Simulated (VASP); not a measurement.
Set up this calculation in VASP 6.6.1, as the native input.

* Task: single point
* Functional: PBEsol
* Potentials or basis: VASP PAW PBE potentials, release 64 (Zr_sv, C)
* Cutoff: 520 eV
* k mesh: 15 × 15 × 15
* Occupations: fermi-dirac, width 0.05 eV
* Spin: no spin polarisation
* Dipole correction: no
* Further INCAR settings: ALGO = Normal; EDIFF = 1e-06; NBANDS = 15

The structure of ZrC lies in POSCAR:

```
ZrC
1.0
    0.0000000000      2.3734809194      2.3734809194
    2.3734809194      0.0000000000      2.3734809194
    2.3734809194      2.3734809194      0.0000000000
Zr C
1 1
Direct
    0.5000000000      0.5000000000      0.5000000000
    0.0000000000      0.0000000000      0.0000000000
```

This cell differs from its parent crystal: volume scaled by 1.03.

These files were run (other wordings do the same):

INCAR

```
PREC = Accurate
ENCUT = 520
EDIFF = 1E-6
ISMEAR = -1
SIGMA = 0.05
LREAL = False
LASPH = True
NELM = 80
ALGO = Normal
ISIF = 2
LWAVE = False
LCHARG = False
GGA = PS
NBANDS = 15
```

KPOINTS

```
Automatic mesh
0
Gamma
  15 15 15
```

Potentials or basis: VASP PAW PBE potentials, release 64 (Zr_sv, C).

Run with:

```bash
$ cat potpaw_PBE.64/Zr_sv/POTCAR potpaw_PBE.64/C/POTCAR > POTCAR
$ mpirun -np 1 vasp_std > vasp.out
```

It gave:

| Property | Result |
| --- | --- |
| Pressure | -10.3 GPa |
| Band gap on the k mesh | zero (band 8 reaches 10.10 eV, above the bottom of band 9 at 8.79 eV) |

Caveat: the PAW data sets were made with another functional, which shifts forces and pressure a little.

Wall time 49 s on 1 thread of Intel(R) Xeon(R) Platinum 8375C CPU @ 2.90GHz (Ice Lake), with other jobs on the host, peak memory 0.19 GiB.
